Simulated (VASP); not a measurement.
# HfB2 (P6/mmm) in VASP: a series of runs, part 2 of 2

VASP 6.6.1.

## 3. Relaxation of cell and atoms, PBE, target pressure -2 GPa, at which the enthalpy is minimised

This run uses another cell than the first one, of 9.90 Å³/atom.

INCAR reads:

```
PREC = Accurate
ENCUT = 500
EDIFF = 1E-7
ISMEAR = -1
SIGMA = 0.15
LREAL = False
LASPH = True
NELM = 120
ALGO = Normal
ISIF = 3
LWAVE = False
LCHARG = False
GGA = PE
IBRION = 2
NSW = 80
EDIFFG = -0.05
PSTRESS = -20.0
GGA_COMPAT = False
NELMIN = 4
```

KPOINTS reads:

```
Automatic mesh
0
Gamma
  11 11 9
```

POSCAR reads:

```
HfB2
1.0
    3.1400000000      0.0000000000      0.0000000000
   -1.5700000000      2.7193200000      0.0000000000
    0.0000000000      0.0000000000      3.4800000000
Hf B
1 2
Direct
    0.0000000000      0.0000000000      0.0000000000
    0.3333333333      0.6666666667      0.5000000000
    0.6666666667      0.3333333333      0.5000000000
```

Potentials or basis: VASP PAW PBE potentials, release 64 (Hf_pv, B).

The run is started by

```
$ cat potpaw_PBE.64/Hf_pv/POTCAR potpaw_PBE.64/B/POTCAR > POTCAR
$ mpirun -np 1 vasp_std > vasp.out
```

OUTCAR:

```text
PREC = Accurate
   ENCUT = 500
   EDIFF = 1E-7
   ISMEAR = -1
   LREAL = False
   LASPH = True
   NELM = 120
   ISIF = 3
   GGA = PE
   IBRION = 2
   NSW = 80
   EDIFFG = -0.05
   PSTRESS = -20.0
   NELMIN = 4

 ion  position               nearest neighbor table
   1  0.000  0.000  0.000-   2 2.51   3 2.51   2 2.51   3 2.51   3 2.51   3 2.51   2 2.51   2 2.51
                             3 2.51   3 2.51   2 2.51   2 2.51
   2  0.333  0.667  0.500-   3 1.81   3 1.81   3 1.81   1 2.51   1 2.51   1 2.51   1 2.51   1 2.51
                             1 2.51
   3  0.667  0.333  0.500-   2 1.81   2 1.81   2 1.81   1 2.51   1 2.51   1 2.51   1 2.51   1 2.51
                             1 2.51

  LATTYP: Found a hexagonal cell.
 ALAT       =     3.1400000000
 C/A-ratio  =     1.1082802548

  Lattice vectors:

[... 277 lines left out ...]
  band No.  band energies     occupation
      1     -23.0992      2.00000
      2     -22.6170      2.00000
      3     -22.6170      2.00000
      4      -6.1085      2.00000
      5       4.5996      2.00000
      6       4.7066      2.00000
      7       4.7066      2.00000
      8       4.7884      2.00000
      9      11.5406      0.00000
     10      11.5406      0.00000
     11      12.1676      0.00000
     12      12.1676      0.00000
[... 331 lines left out ...]
 k-point    24 :       0.1818    0.0909    0.1111
  band No.  band energies     occupation
      1     -23.0692      2.00000
      2     -22.9561      2.00000
      3     -22.7081      2.00000
      4      -4.7948      2.00000
      5       2.3164      2.00000
      6       3.4738      2.00000
      7       4.1041      2.00000
      8       6.1616      1.99981
      9       8.5308      0.00298
     10      10.9504      0.00000
     11      11.6303      0.00000
     12      12.4863      0.00000

 [... further k-points ...]

------------------------ aborting loop because EDIFF is reached ----------------------------------------

  FORCE on cell =-STRESS in cart. coord.  units (eV):
  Direction    XX          YY          ZZ          XY          YZ          ZX
  --------------------------------------------------------------------------------------
  -------------------------------------------------------------------------------------
  Total       -0.4084454     -0.4084455     -0.3144956      0.0000000      0.0000000      0.0000000
  in kB      -21.7588478    -21.7588516    -16.7539241      0.0000000      0.0000000      0.0000000
  external PRESSURE =      -0.0905412 kB  Pullay stress =     -20.0000000 kB
[... 22 lines left out ...]
  energy  without entropy=      -26.3928569769  energy(sigma->0) =      -26.40166395

  enthalpy is  TOTEN    =       -26.7859001684 eV   P V=       -0.3754292402

 reached required accuracy - stopping structural energy minimisation
```

CONTCAR:

```text
HfB2
   1.00000000000000
     3.1522270234194099    0.0000000000000000    0.0000000000000000
    -1.5761135117097049    2.7299089143656339   -0.0000000000000000
    -0.0000000000000000    0.0000000000000000    3.4949666557937138
  Hf              B
     1     2
Direct
     0.0000000000000000    0.0000000000000000    0.0000000000000000
     0.3333333332999970    0.6666666667000030    0.5000000000000000
     0.6666666667000030    0.3333333332999970    0.5000000000000000

  0.00000000E+00  0.00000000E+00  0.00000000E+00
  0.00000000E+00  0.00000000E+00  0.00000000E+00
  0.00000000E+00  0.00000000E+00  0.00000000E+00
```

Run time: 28 s. Hardware: 1 thread of Intel Xeon 6975P-C (Granite Rapids), shared host; peak memory 0.17 GiB.

What came out:

```yaml
Free_energy: -26.4105 eV
Relaxed_volume: 10.03 Å³/atom
Relaxed_cell: a = 3.152 Å, b = 3.152 Å, c = 3.495 Å, α = 90.00°, β = 90.00°, γ = 120.00°
Space_group_after_relaxing_to_0.1_Å: P6/mmm (No. 191)
Energy_change_on_relaxing_the_run_minimises_the_enthalpy: +0.4 meV/atom
Ionic_steps: 3
Pressure_after_relaxing: -2.0 GPa
Band_gap_on_the_k_mesh: zero (bands 8 and 9 overlap by 1.29 eV)
```

Stress tensor (GPa, compression positive):
```
-2.18  0.00  0.00
 0.00 -2.18  0.00
 0.00  0.00 -1.68
```

Step by step:
```
step  energy change (eV)  largest force (eV/Å)  pressure (GPa)  volume (Å³)
   1              0.0000                0.0000            1.02        29.71
   2              0.0118                0.0000           -5.53        30.52
   3              0.0011                0.0000           -2.01        30.08
```

Final structure:
```xyz
3
Lattice="3.1522 0.0000 0.0000 -1.5761 2.7299 0.0000 0.0000 0.0000 3.4950" Properties=species:S:1:pos:R:3 pbc="T T T"
Hf    0.0000    0.0000    0.0000
B     0.0000    1.8199    1.7475
B     1.5761    0.9100    1.7475
```

Caveat: the cell is relaxed towards a set pressure, so the run minimises the enthalpy, not the energy; spin-orbit coupling is left out, which moves the levels of the heavy elements. Zero-point motion and thermal expansion aren't in these numbers.

## 4. Relaxation of cell and atoms, PBE

This run uses another cell than the first one, of 9.90 Å³/atom.

INCAR reads:

```
SYSTEM = HfB2
PREC = Accurate
ENCUT = 500
EDIFF = 1E-7
ISMEAR = -1
SIGMA = 0.15
LREAL = .False.
LASPH = .True.
NELM = 120
ALGO = Normal
ISIF = 3
LWAVE = .False.
LCHARG = .False.
GGA = PE
IBRION = 2
NSW = 80
EDIFFG = -0.05
GGA_COMPAT = .False.
NELMIN = 4
```

KPOINTS reads:

```
Automatic mesh
0
Gamma
  11 11 9
  0 0 0
```

POSCAR is that of step 3.

The run is started by

```
$ cat potpaw_PBE.64/Hf_pv/POTCAR potpaw_PBE.64/B/POTCAR > POTCAR
$ mpirun -np 1 vasp_std > vasp.out
```

Run time: 24 s. Hardware: 1 thread of Intel Xeon 6975P-C (Granite Rapids), shared host; peak memory 0.17 GiB.

Results (log left out):

* Free energy: -26.4120 eV
* Relaxed volume: 9.94 Å³/atom
* Relaxed cell: a = 3.144 Å, b = 3.144 Å, c = 3.486 Å, α = 90.00°, β = 90.00°, γ = 120.00°
* Space group after relaxing (to 0.1 Å): P6/mmm (No. 191)
* Energy gained by relaxing: 0.1 meV/atom
* Ionic steps: 3
* Pressure after relaxing: 0.0 GPa
* Band gap on the k mesh: zero (bands 8 and 9 overlap by 1.30 eV)

Stress tensor (GPa, compression positive):
```
-0.09  0.00  0.00
 0.00 -0.09  0.00
 0.00  0.00  0.18
```

Step by step:
```
step  energy change (eV)  largest force (eV/Å)  pressure (GPa)  volume (Å³)
   1              0.0000                0.0000            1.02        29.71
   2              0.0002                0.0000           -1.26        29.99
   3             -0.0004                0.0000            0.00        29.83
```

Final structure:
```
Hf B
1.0
     3.14381    0.00000    0.00000
    -1.57190    2.72262    0.00000
     0.00000    0.00000    3.48563
Hf B
1 2
Direct
  0.00000 0.00000 0.00000
  0.33333 0.66667 0.50000
  0.66667 0.33333 0.50000
```

Levels at points of the mesh, in eV from the Fermi level:
| k point | band 6 | band 7 | band 8 | band 9 | band 10 | band 11 |
| --- | --- | --- | --- | --- | --- | --- |
| (0.00, 0.00, 0.00) | -2.86 | -2.86 | -2.76 | 4.03 | 4.03 | 4.66 |

Caveat: spin-orbit coupling is left out, which moves the levels of the heavy elements. PBE usually gives volumes a little too large and moduli too small.

## 5. Summary

```csv
task,cell,gap on the mesh (eV),pressure (GPa)
single point,"a = 3.145, b = 3.145, c = 3.488 Å, angles 90.0, 90.0, 120.0°, 3 atoms",none,-0.4
relaxation of cell and atoms,"relaxed to -2 GPa from a = 3.140, b = 3.140, c = 3.480 Å, angles 90.0, 90.0, 120.0°, 3 atoms",none,-2.0
relaxation of cell and atoms,"relaxed from a = 3.140, b = 3.140, c = 3.480 Å, angles 90.0, 90.0, 120.0°, 3 atoms",none,0.0
```

Alike in all rows: level PBE; potentials or basis VASP PAW PBE potentials, release 64 (Hf_pv, B); no spin polarisation; k mesh 11 × 11 × 9; cutoff (eV) 500; smearing fermi-dirac 0.15 eV.

Caveats: spin-orbit coupling is left out, which moves the levels of the heavy elements; the cell is relaxed towards a set pressure, so the run minimises the enthalpy, not the energy (at least some runs).

Total energies depend on the potentials used, so only differences within one code and one set of settings carry meaning.
